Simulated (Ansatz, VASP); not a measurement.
## Two plane-wave programs on C

```
C
1.0
     1.39549   -4.42679    0.00000
     1.39549    4.42679    0.00000
     0.00000    0.00000    3.69321
C
4
Direct
  0.09800 0.90200 0.91000
  0.59800 0.40200 0.59000
  0.90200 0.09800 0.09000
  0.40200 0.59800 0.41000
```

Alike in both runs: task single point; functional PBE; k mesh 6 × 6 × 6; occupations gaussian, width 0.1 eV; no spin polarisation.

```csv
,VASP,Ansatz
version,VASP 6.6.1,Ansatz 0.2.0
potentials or method,"VASP PAW PBE potentials, release 64 (C), cutoff 520 eV","scalar-relativistic, plane waves, PAW"
valence electrons in the cell,16,16
```

VASP gave:

```
gap on the k mesh at the Fermi level (eV) : none
rms of the force components (eV/Å)        : 3.359
```

Question: What did Ansatz give for the same quantities?

Answer: gap on the k mesh at the Fermi level (eV): none; rms of the force components (eV/Å): 3.365.

Atom by atom the forces differ by 0.006 eV/Å (rms over components). A gap of «none» marks a metal or a gap that the smearing closes.

The k mesh is coarse, so the values compare programs but aren't converged.
